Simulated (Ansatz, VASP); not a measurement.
One calculation of LiF3, two programs

```
CELL_PARAMETERS angstrom
3.35544 -3.25245 0.77381
3.35544 3.25245 0.77381
-1.50740 0.00000 4.26544
ATOMIC_POSITIONS crystal
Li 0.50327 0.00329 0.99677
Li 0.00329 0.50327 0.49677
F 0.75346 0.75330 0.74669
F 0.25343 0.25307 0.74664
F 0.75316 0.25338 0.24672
F 0.25307 0.25343 0.24664
F 0.75330 0.75346 0.24669
F 0.25338 0.75316 0.74672
```

Alike in both runs: functional PBE; k mesh 4 × 4 × 4; occupations gaussian, width 0.1 eV; collinear spin.

Ansatz relaxed the structure, and its values are those at the end. VASP's run is a single point on that final structure, the one shown.

|  | VASP | Ansatz |
| --- | --- | --- |
| version | VASP 6.6.1 | Ansatz 0.2.0 |
| potentials or method | VASP PAW PBE potentials, release 64 (Li_sv, F), cutoff 520 eV | scalar-relativistic, plane waves, PAW |
| valence electrons in the cell | 48 | 48 |

```tsv
	VASP	Ansatz	Ansatz less VASP
gap on the k mesh at the Fermi level (eV)	none	none	-
net moment per atom (μB)	0.50	0.50	0.000
size of the moment on the site where the two differ most (μB)	0.63	0.66	+0.026
```

Site moments also hang on the region over which each program counts them. A gap of «none» marks a metal or a gap that the smearing closes.

Noted on VASP's run: the cutoff is under 1.25 times that of the potentials, so the pressure is a little rough.
